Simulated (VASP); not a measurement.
Runs of VASP 6.6.1 on CsCdCl3. The structure is that of space group P4/mmm (No. 123), or close to it. The cells are those of the table. 

```tsv
cell	gap on the mesh (eV)	pressure (GPa)
a = 5.112, b = 5.112, c = 4.805 Å, 5 atoms	1.56	3.8
a = 5.317, b = 5.317, c = 4.993 Å, 5 atoms	1.44	(b)
a = 5.112, b = 5.112, c = 5.419 Å, 5 atoms	1.42	-1.7
a = 5.317, b = 5.317, c = 4.989 Å, 5 atoms	1.44	(a)
a = 5.419, b = 5.419, c = 4.943 Å, 5 atoms	1.38	-2.2
a = 5.419, b = 5.419, c = 4.928 Å, 5 atoms	1.38	-2.1
```

Alike in all rows: task single point; level LDA; potentials or basis VASP PAW LDA potentials, release 64 (Cs_sv, Cd, Cl); no spin polarisation; k mesh 6 × 6 × 6; cutoff (eV) 520; smearing gaussian 0.02 eV.

Task: Estimate the missing entries.

Result: (a) -1.5; (b) -1.6.

Caveats: spin-orbit coupling is left out, which moves the levels of the heavy elements; the cell stands under pressure (at least some runs).

A k mesh can miss the band edges, and the runs leave out spin-orbit coupling on Cd, Cs.
